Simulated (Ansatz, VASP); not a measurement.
## Two plane-wave programs on CS2

```
C S
1.0
     3.81486    0.00000    0.00000
     0.00000    3.81486    0.00000
     0.00000    0.00000    3.20024
C S
1 2
Direct
  0.00000 0.00000 0.00000
  0.00000 0.50000 0.00000
  0.50000 0.00000 0.00000
```

Alike in both runs: task relaxation of cell and atoms; functional PBE; dispersion D3(BJ); k mesh 12 × 12 × 14; occupations gaussian, width 0.1 eV; no spin polarisation.

|  | VASP | Ansatz |
| --- | --- | --- |
| version | VASP 6.6.1 | Ansatz 0.2.0 |
| potentials or method | VASP PAW PBE potentials, release 64 (C, S), cutoff 600 eV | scalar-relativistic, plane waves, PAW |
| valence electrons in the cell | 16 | 16 |

```tsv
	VASP	Ansatz	Ansatz less VASP
gap on the k mesh at the Fermi level, each at its own relaxed structure (eV)	none	none	-
relaxed volume (Å³/atom)	12.94	12.98	+0.042
relaxed cell length with the largest relative difference (Å)	2.222	2.225	+0.0027
```

A gap of «none» marks a metal or a gap that the smearing closes.

Noted on VASP's run: the volume moved by over 15 % at a fixed basis, so the end points are rough.
